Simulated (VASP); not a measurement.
Wanted: the native input for a VASP 6.6.1 run.

```
Task                   : single point
Functional             : PBE
Potentials or basis    : VASP PAW PBE potentials, release 64 (Be, Te)
Cutoff                 : 600 eV
k mesh                 : 6 × 6 × 6
Occupations            : gaussian, width 0.01 eV
Spin                   : no spin polarisation
Dipole correction      : no
Further INCAR settings : ALGO = Normal; EDIFF = 1e-06; NBANDS = 11
```

The structure of BeTe lies in POSCAR:

```
BeTe
1.0
    0.0000000000      2.7079043422      2.7079043422
    2.7079043422      0.0000000000      2.7079043422
    2.7079043422      2.7079043422      0.0000000000
Be Te
1 1
Direct
    0.0000000000      0.0000000000      0.0000000000
    0.2500000000      0.2500000000      0.2500000000
```

These files were run (other wordings do the same):

INCAR

```
PREC = Accurate ; ENCUT = 600
EDIFF = 1E-6 ; ISMEAR = 0
SIGMA = 0.01 ; LREAL = F
LASPH = T ; NELM = 120
ALGO = Normal ; ISIF = 2
LWAVE = F ; LCHARG = F
GGA = PE ; NBANDS = 11
GGA_COMPAT = F
```

KPOINTS

```
regular mesh
0
Gamma
  6 6 6
```

Potentials or basis: VASP PAW PBE potentials, release 64 (Be, Te).

Run with:

```bash
$ cat potpaw_PBE.64/Be/POTCAR potpaw_PBE.64/Te/POTCAR > POTCAR
$ mpirun -np 1 vasp_std > vasp.out
```

Results of the run:

- Pressure: 10.2 GPa
- Band gap on the k mesh: 1.66 eV, indirect (least direct gap 3.49 eV)

Caveat: spin-orbit coupling is left out, which moves the levels of the heavy elements.

Wall time 17 s on 1 thread of Intel Xeon 8259CL (shared host), peak memory 0.18 GiB.
